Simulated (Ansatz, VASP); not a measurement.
One calculation of Pb, two programs

File POSCAR:

```
Pb
1.0
   -1.9796595667      1.9796595667      1.9796595667
    1.9796595667     -1.9796595667      1.9796595667
    1.9796595667      1.9796595667     -1.9796595667
Pb
1
Direct
    0.0000000000      0.0000000000      0.0000000000
```

File INCAR.step1:

```
SYSTEM = Pb
  PREC = Accurate
  ENCUT = 520
  EDIFF = 1E-5
  ISMEAR = -1
  SIGMA = 0.05
  LREAL = .False.
  LASPH = .True.
  NELM = 100
  ALGO = Normal
  ISIF = 2
  LWAVE = .True.
  LCHARG = .False.
  GGA = PE
  NBANDS = 13
```

File INCAR.step2:

```
SYSTEM = Pb
  PREC = Accurate
  ENCUT = 520
  EDIFF = 1E-6
  ISMEAR = -1
  SIGMA = 0.05
  LREAL = .False.
  LASPH = .True.
  NELM = 100
  ALGO = Normal
  ISIF = 2
  LWAVE = .False.
  LCHARG = .False.
  GGA = PS
  LHFCALC = .True.
  AEXX = 0.25
  PRECFOCK = Normal
  ISTART = 1
  NBANDS = 13
```

KPOINTS

```
Automatic mesh
0
Gamma
  5 5 5
  0 0 0
```

Contents of input:

```
crystal:
  lattice:
    - [-1.9796595667, 1.9796595667, 1.9796595667]
    - [1.9796595667, -1.9796595667, 1.9796595667]
    - [1.9796595667, 1.9796595667, -1.9796595667]
  atoms:
    - { symbol: Pb, position: [0.0, 0.0, 0.0] }
hamiltonian:
  xc: { exchange: pbesol, correlation: pbesol, exx: { coeff: 0.25 } }
  pseudopotentials: { kind: paw }
kpoints:
  mp_grid: { grid: [5, 5, 5] }
scf:
  occupations: { method: fermi_dirac, width: 0.05 }
output:
  forces: true
  stress: true
  eigenvalues: true
```

Alike in both runs: task single point; functional PBEsol-based global hybrid; k mesh 5 × 5 × 5; occupations fermi-dirac, width 0.05 eV; no spin polarisation.

|  | VASP | Ansatz |
| --- | --- | --- |
| version | VASP 6.6.1 | Ansatz 0.2.0 |
| potentials or method | VASP PAW PBE potentials, release 64 (Pb_d) | Ansatz PAW |
| plane-wave cutoff (eV) | 520 | 420 |
| valence electrons in the cell | 14 | 14 |

```csv
,VASP,Ansatz,Ansatz less VASP
gap on the k mesh at the Fermi level (eV),none,none,-
pressure (GPa),-0.6,-0.4,+0.22
```

VASP's potentials were made for PBE, not for PBEsol-based global hybrid. A gap of «none» marks a metal or a gap that the smearing closes.

The k mesh is coarse, so the values compare programs but aren't converged. Neither program's run includes spin-orbit coupling.
